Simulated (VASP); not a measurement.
# SiC3 (P-4m2) in VASP: a series of runs, part 2 of 2

VASP 6.6.1. The steps go on from the part before.

## (3) Single point, PBE

This run uses another cell than the first one, of 13.41 Å³/atom, 1.658 times its volume.

File INCAR:

```
SYSTEM = SiC3
ALGO = Normal
EDIFF = 1E-6
ENCUT = 520
GGA = PE
ISIF = 2
ISMEAR = 0
LASPH = .True.
LCHARG = .True.
LELF = .True.
LREAL = .False.
LVHAR = .True.
LWAVE = .False.
NBANDS = 16
NELM = 60
PREC = Accurate
SIGMA = 0.1
```

File KPOINTS:

```
k-points
0
Gamma
  6 6 4
  0 0 0
```

File POSCAR:

```
SiC3
1.0
    3.3598528600      0.0000000000      0.0000000000
    0.0000000000      3.3598528600      0.0000000000
    0.0000000000      0.0000000000      4.7515494800
Si C
1 3
Direct
    0.5000000000      0.5000000000      0.0000000000
    0.0000000000      0.5000000000      0.2500000000
    0.5000000000      0.0000000000      0.7500000000
    0.0000000000      0.0000000000      0.5000000000
```

Potentials or basis: VASP PAW PBE potentials, release 64 (Si, C).

On the command line:

```sh
cat potpaw_PBE.64/Si/POTCAR potpaw_PBE.64/C/POTCAR > POTCAR
mpirun -np 1 vasp_std > vasp.out
```

OUTCAR:

```text
SYSTEM = SiC3
   EDIFF = 1E-6
   ENCUT = 520
   GGA = PE
   ISIF = 2
   ISMEAR = 0
   LASPH = .True.
   LREAL = .False.
   NELM = 60
   PREC = Accurate

 ion  position               nearest neighbor table
   1  0.500  0.500  0.000-   2 2.06   3 2.06   3 2.06   2 2.06
   2  0.000  0.500  0.250-   1 2.06   4 2.06   4 2.06   1 2.06
   3  0.500  0.000  0.750-   1 2.06   4 2.06   1 2.06   4 2.06
   4  0.000  0.000  0.500-   2 2.06   3 2.06   2 2.06   3 2.06

  LATTYP: Found a simple tetragonal cell.
 ALAT       =     3.3598528600
 C/A-ratio  =     1.4142135617

  Lattice vectors:

 A1 = (   3.3598528600,   0.0000000000,   0.0000000000)
 A2 = (   0.0000000000,   3.3598528600,   0.0000000000)
 A3 = (   0.0000000000,   0.0000000000,   4.7515494800)

Analysis of symmetry for initial positions (statically):
=====================================================================
 Subroutine PRICEL returns:
 Original cell was already a primitive cell.

 Routine SETGRP: Setting up the symmetry group for a
 simple tetragonal supercell.

 Subroutine GETGRP returns: Found  8 space group operations
 (whereof  8 operations were pure point group operations)
 out of a pool of 16 trial point group operations.

The static configuration has the point symmetry D_2d.

Analysis of symmetry for dynamics (positions and initial velocities):
=====================================================================
 Subroutine PRICEL returns:
 Original cell was already a primitive cell.

 Routine SETGRP: Setting up the symmetry group for a
 simple tetragonal supercell.

 Subroutine GETGRP returns: Found  8 space group operations
 (whereof  8 operations were pure point group operations)
 out of a pool of 16 trial point group operations.

The dynamic configuration has the point symmetry D_2d.

 Subroutine INISYM returns: Found  8 space group operations
 (whereof  8 operations are pure point group operations),
 and found     1 'primitive' translations

----------------------------------------------------------------------------------------

                                     Primitive cell

  volume of cell :      53.6384

  direct lattice vectors                    reciprocal lattice vectors
     3.359852860  0.000000000  0.000000000     0.297632081  0.000000000  0.000000000
     0.000000000  3.359852860  0.000000000     0.000000000  0.297632081  0.000000000
     0.000000000  0.000000000  4.751549480     0.000000000  0.000000000  0.210457663

  length of vectors
     3.359852860  3.359852860  4.751549480     0.297632081  0.297632081  0.210457663

  position of ions in fractional coordinates (direct lattice)
     0.500000000  0.500000000  0.000000000
     0.000000000  0.500000000  0.250000000
     0.500000000  0.000000000  0.750000000
     0.000000000  0.000000000  0.500000000

  ion indices of the primitive-cell ions
   primitive index   ion index
                 1           1
                 2           2
                 3           3
                 4           4

----------------------------------------------------------------------------------------

 KPOINTS: k-points

Automatic generation of k-mesh.
 Grid dimensions read from file:
 generate k-points for:    6    6    4

 Generating k-lattice:

  Cartesian coordinates                     Fractional coordinates (reciprocal lattice)
     0.049605347  0.000000000  0.000000000     0.166666667  0.000000000  0.000000000
     0.000000000  0.049605347  0.000000000     0.000000000  0.166666667  0.000000000
     0.000000000  0.000000000  0.052614416     0.000000000  0.000000000  0.250000000

  Length of vectors
     0.049605347  0.049605347  0.052614416

  Shift w.r.t. Gamma in fractional coordinates (k-lattice)
     0.000000000  0.000000000  0.000000000

 Subroutine IBZKPT returns following result:
 ===========================================

 Found     30 irreducible k-points:

 Following reciprocal coordinates:
            Coordinates               Weight
  0.000000  0.000000  0.000000      1.000000
  0.166667  0.000000  0.000000      4.000000
  0.333333  0.000000  0.000000      4.000000
  0.500000  0.000000  0.000000      2.000000
  0.166667  0.166667  0.000000      4.000000
  0.333333  0.166667  0.000000      8.000000
[... 16 lines left out ...]
  0.333333  0.000000  0.500000      4.000000
  0.500000  0.000000  0.500000      2.000000
 [... further k-points ...]
   k-points           NKPTS =     30   k-points in BZ     NKDIM =     30   number of bands    NBANDS=     16
   number of dos      NEDOS =    301   number of ions     NIONS =      4
   total plane-waves  NPLWV =  28224
   dimension x,y,z NGX =    28 NGY =   28 NGZ =   36
   dimension x,y,z NGXF=    56 NGYF=   56 NGZF=   72
   ions per type =               1   3
   NGX,Y,Z   is equivalent  to a cutoff of  13.85, 13.85, 12.60 a.u.
   NGXF,Y,Z  is equivalent  to a cutoff of  27.71, 27.71, 25.19 a.u.
 SYSTEM =  SiC3
   PREC   = accura    normal or accurate (medium, high low for compatibility)
   ISTART =      0    job   : 0-new  1-cont  2-samecut
   ICHARG =      2    charge: 1-file 2-atom 10-const
   ISPIN  =      1    spin polarized calculation?
   LNONCOLLINEAR =      F non collinear calculations
   LSORBIT =      F    spin-orbit coupling
   LASPH  =      T    aspherical Exc in radial PAW
   ENCUT  =  520.0 eV  38.22 Ry    6.18 a.u.   6.25  6.25  8.83*2*pi/ulx,y,z
   NELM   =     60;   NELMIN=  2; NELMDL= -5     # of ELM steps
   EDIFF  = 0.1E-05   stopping-criterion for ELM
   LREAL  =      F    real-space projection
   EDIFFG = 0.1E-04   stopping-criterion for IOM
   NSW    =      0    number of steps for IOM
   IBRION =     -1    ionic relax: 0-MD 1-quasi-New 2-CG
   NFREE  =      0    steps in history (QN), initial steepest desc. (CG)
   ISIF   =      2    stress and relaxation
   ISYM   =      2    0-nonsym 1-usesym 2-fastsym
   POTIM  = 0.5000    time-step for ionic-motion
   TEBEG  =    0.0;   TEEND  =   0.0 temperature during run
   PSTRESS=    0.0 pullay stress
   NELECT =      16.0000    total number of electrons
   NUPDOWN=      -1.0000    fix difference up-down
   EMIN   =  10.00;   EMAX   =-10.00  energy-range for DOS
   EFERMI =   0.00;   METHOD = LEGACY
   ISMEAR =     0;   SIGMA  =   0.10  broadening in eV -4-tet -1-fermi 0-gaus
   EFERMI_NEDOS =   21; number of points for ismear=-14 and -15
   IALGO  =     38    algorithm
   IMIX   =      4    mixing-type and parameters
     AMIX     =   0.40;   BMIX     =  1.00
     AMIX_MAG =   1.60;   BMIX_MAG =  1.00
  volume/ion in A,a.u.               =      13.41        90.49
  Fermi-wavevector in a.u.,A,eV,Ry     =   1.093846  2.067069 16.279362  1.196499
  Thomas-Fermi vector in A             =   2.230139
   LORBIT       =      0    0 simple, 1 ext, 2 COOP (PROOUT), +10 PAW based schemes
   GGA     = PE    functional components
   LHFCALC =     F    Hartree Fock is set to
   AEXX    =    0.0000 exact exchange contribution
   IVDW    =     0    specifies the selected vdW correction
   LEPSILON=     F    determine dielectric tensor
   LRPA    =     F    only Hartree local field effects (RPA)
 non-spin polarized calculation
 Gauss-broadening in eV      SIGMA  =   0.10
  energy-cutoff  :      520.00
  volume of cell :       53.64
 maximum number of plane-waves:      1480
 NGX is ok and might be reduce to    28
   NGX = 13   NGY = 13   NGZ = 17

 number of electron      15.9999998 magnetization

 Free energy of the ion-electron system (eV)
  ---------------------------------------------------
  ext. energy  EPLUGINS =         0.00000000
  ---------------------------------------------------
  free energy    TOTEN  =       -26.07613287 eV

  energy without entropy =      -26.07611367  energy(sigma->0) =      -26.07612327

 E-fermi :   3.4742     XC(G=0):  -9.7937

 val. band max:        3.2643670521   @ k =   0.0000   0.0000   0.0000
 cond. band min:       3.6840490812   @ k =   0.5000   0.0000   0.5000
 fundamental gap:      0.4196820291
 Fermi energy:         3.4742229543

 k-point     1 :       0.0000    0.0000    0.0000
  band No.  band energies     occupation
      1     -10.1352      2.00000
      2      -6.1074      2.00000
      3      -4.9980      2.00000
      4       0.5254      2.00000
      5       0.5254      2.00000
      6       2.9247      2.00000
[... 8 lines left out ...]
     15      13.1282      0.00000
     16      13.1282      0.00000
[... 419 lines left out ...]
 k-point    24 :       0.5000    0.0000    0.5000
  band No.  band energies     occupation
      1      -7.8030      2.00000
      2      -7.4222      2.00000
      3      -4.8117      2.00000
      4      -3.5017      2.00000
      5       1.9486      2.00000
      6       1.9686      2.00000
[... 8 lines left out ...]
     15      11.8934      0.00000
     16      12.0528      0.00000

 [... further k-points ...]
[... 5 lines left out ...]
  --------------------------------------------------------------------------------------
  -------------------------------------------------------------------------------------
  Total      -14.6310125    -14.6310125    -16.1080378      0.0000000     -0.0000000     -0.0000000
  in kB     -437.0279274   -437.0279274   -481.1466316      0.0000000     -0.0000000     -0.0000000
  external PRESSURE =    -451.7341621 kB  Pullay stress =       0.0000000 kB

 VOLUME and BASIS-vectors are now :
 -----------------------------------------------------------------------------
  energy-cutoff  :      520.00
  volume of cell :       53.64
      direct lattice vectors                 reciprocal lattice vectors
     3.359852860  0.000000000  0.000000000     0.297632081  0.000000000  0.000000000
     0.000000000  3.359852860  0.000000000     0.000000000  0.297632081  0.000000000
     0.000000000  0.000000000  4.751549480     0.000000000  0.000000000  0.210457663

 POSITION                                       TOTAL-FORCE (eV/Angst)
 -----------------------------------------------------------------------------------
      1.67993      1.67993      0.00000        -0.000000      0.000000      0.000000
      0.00000      1.67993      1.18789        -0.000000     -0.000000      0.892581
      1.67993      0.00000      3.56366         0.000000      0.000000     -0.892581
      0.00000      0.00000      2.37577        -0.000000      0.000000      0.000000
 -----------------------------------------------------------------------------------
    total drift:                                0.000000      0.000000     -0.000000

  FREE ENERGIE OF THE ION-ELECTRON SYSTEM (eV)
  ---------------------------------------------------
  free  energy   TOTEN  =       -26.0761328653 eV

  energy  without entropy=      -26.0761136682  energy(sigma->0) =      -26.07612327
```

Wall time 21 s (1 thread of Intel Xeon 6975P-C, shared host); peak memory 0.17 GiB.

What came out:

```yaml
Free_energy: -26.0761 eV
Pressure: -45.2 GPa
Largest_force: 0.893 eV/Å
Band_gap_on_the_k_mesh: 0.42 eV, indirect (least direct gap 0.71 eV)
```

Forces on the atoms (eV/Å):
```
Si   0.000  0.000  0.000
C    0.000  0.000  0.893
C    0.000  0.000 -0.893
C    0.000  0.000  0.000
```

## (4) Single point, PBE

File INCAR:

```
SYSTEM = SiC3
PREC = Accurate
ENCUT = 520
EDIFF = 1E-6
ISMEAR = 0
SIGMA = 0.02
LREAL = .FALSE.
LASPH = .TRUE.
NELM = 100
ALGO = Normal
ISIF = 2
LWAVE = .FALSE.
LCHARG = .TRUE.
GGA = PE
LELF = .TRUE.
LVHAR = .TRUE.
NBANDS = 16
```

File KPOINTS:

```
Automatic mesh
0
G
  10 10 8
  0 0 0
```

File POSCAR:

```
SiC3
1.0
    2.8025631027      0.0000000000      0.0000000000
    0.0000000000      2.8025631027      0.0000000000
    0.0000000000      0.0000000000      4.1122875046
Si C
1 3
Direct
    0.5000000000      0.5000000000      0.0000000000
    0.0000000000      0.5000000000      0.2880850217
    0.5000000000      0.0000000000      0.7119149783
    0.0000000000      0.0000000000      0.5000000000
```

On the command line:

```sh
cat potpaw_PBE.64/Si/POTCAR potpaw_PBE.64/C/POTCAR > POTCAR
mpirun -np 1 vasp_std > vasp.out
```

Run time: 35 s. Hardware: 1 thread of Intel Xeon 6975P-C, shared host; peak memory 0.17 GiB.

Results (log left out):

```
Free energy            : -31.0908 eV
Pressure               : 0.0 GPa
Largest force          : 0.018 eV/Å
Band gap on the k mesh : 1.36 eV, indirect (least direct gap 1.79 eV)
```

Forces on the atoms (eV/Å):
```
Si   0.000  0.000  0.000
C    0.000  0.000 -0.018
C    0.000  0.000  0.018
C    0.000  0.000  0.000
```

Stress tensor (GPa, compression positive):
```
 0.05  0.00  0.00
 0.00  0.05  0.00
 0.00  0.00 -0.06
```

Levels at points of the mesh, in eV from the valence-band top:
| k point | band 6 | band 7 | band 8 | band 9 | band 10 | band 11 |
| --- | --- | --- | --- | --- | --- | --- |
| (0.00, 0.00, 0.00) | -0.69 | 0.00 | 0.00 | 1.79 | 2.84 | 5.01 |
| (0.50, 0.00, 0.00) | -6.22 | -4.04 | -0.82 | 4.64 | 5.82 | 5.92 |
| (0.50, 0.50, 0.00) | -5.32 | -5.32 | -3.86 | 1.59 | 1.59 | 1.97 |
| (0.00, 0.00, 0.50) | -4.11 | -1.41 | -1.41 | 2.61 | 2.97 | 5.92 |
| (0.50, 0.00, 0.50) | -2.73 | -2.30 | -0.71 | 2.89 | 5.47 | 6.04 |
| (0.50, 0.50, 0.50) | -6.69 | -6.69 | -6.30 | 5.30 | 5.30 | 5.98 |

A k mesh can miss the band edges. PBE gaps usually lie below the measured ones, often by a third to a half.

## (5) The runs side by side

```tsv
cell	k mesh	smearing	gap on the mesh (eV)	pressure (GPa)	largest force (eV/Å)
a = 2.805, b = 2.805, c = 4.112 Å, 4 atoms	6 × 6 × 4	gaussian 0.1 eV	1.60	-0.3	0.02
a = 3.360, b = 3.360, c = 4.752 Å, 4 atoms	6 × 6 × 4	gaussian 0.1 eV	0.42	-45.2	0.89
a = 2.803, b = 2.803, c = 4.112 Å, 4 atoms	10 × 10 × 8	gaussian 0.02 eV	1.36	0.0	0.02
```

Alike in all rows: task single point; level PBE; potentials or basis VASP PAW PBE potentials, release 64 (Si, C); no spin polarisation; cutoff (eV) 520.

Total energies depend on the potentials used, so only differences within one code and one set of settings carry meaning.
